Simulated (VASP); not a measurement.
# P: single point with PBE+D3(BJ)

Crystal: P.

```
P
1.0
    -1.51801    1.51801    1.51801
     1.51801   -1.51801    1.51801
     1.51801    1.51801   -1.51801
P
1
Direct
  0.00000 0.00000 0.00000
```

This cell differs from its parent crystal: volume scaled by 1.040.

* Program: VASP 6.6.1
* Task: single point
* Functional: PBE
* Dispersion: D3(BJ)
* Potentials or basis: VASP PAW PBE potentials, release 64 (P)
* Cutoff: 520 eV
* k mesh: 20 × 20 × 20
* Occupations: gaussian, width 0.05 eV
* Spin: no spin polarisation

```
Pressure                   : -4.3 GPa
Dispersion energy per atom : -0.499 eV
```

Levels at points of the mesh, in eV from the Fermi level:
| k point | band 1 | band 2 | band 3 | band 4 | band 5 | band 6 | band 7 | band 8 |
| --- | --- | --- | --- | --- | --- | --- | --- | --- |
| (0.00, 0.00, 0.00) | -16.61 | 7.35 | 7.35 | 7.35 | 12.05 | 12.05 | 12.05 | 16.06 |
| (0.50, 0.00, 0.00) | -10.02 | -7.99 | 2.52 | 5.39 | 7.36 | 8.31 | 19.60 | 19.61 |
| (0.50, 0.50, 0.50) | -4.05 | -2.64 | -2.64 | -2.64 | 2.34 | 2.34 | 23.80 | 23.80 |

It took 13 s on 1 thread of Intel(R) Xeon(R) Platinum 8259CL CPU @ 2.50GHz (Skylake/Cascade Lake), on a shared host, peak memory 0.14 GiB.

Caveat: pairwise dispersion overbinds metals, which lowers pressure and volume.
